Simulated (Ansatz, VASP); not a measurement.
**One calculation of AsSe3, two programs**

```
As Se
1.0
     0.00000    3.42652    3.42652
     3.42652    0.00000    3.42652
     3.42652    3.42652    0.00000
As Se
1 3
Direct
  0.00000 0.00000 0.00000
  0.75000 0.75000 0.75000
  0.25000 0.25000 0.25000
  0.50000 0.50000 0.50000
```

Change from the starting cell: species swapped into the Fe3Si type (Fm-3m, No. 225).

Alike in both runs: functional PBE; k mesh 5 × 5 × 5; occupations gaussian, width 0.2 eV; no spin polarisation.

Ansatz relaxed the structure, and its values are those at the end. VASP's run is a single point on that final structure, the one shown.

```csv
,VASP,Ansatz
version,VASP 6.6.1,Ansatz 0.2.0
potentials or method,"VASP PAW PBE potentials, release 64 (As, Se), cutoff 500 eV","scalar-relativistic, plane waves, PAW"
valence electrons in the cell,23,63
```

|  | VASP | Ansatz | Ansatz less VASP |
| --- | --- | --- | --- |
| gap on the k mesh at the Fermi level (eV) | none | none | - |
| pressure (GPa) | -0.2 | -0.2 | +0.01 |

A gap of «none» marks a metal or a gap that the smearing closes. With one functional, cell and mesh, what is left measures potentials, basis and numerics. VASP's potentials hold 23 valence electrons a cell and Ansatz's 63, so a difference there can come from the potentials and not from the codes.
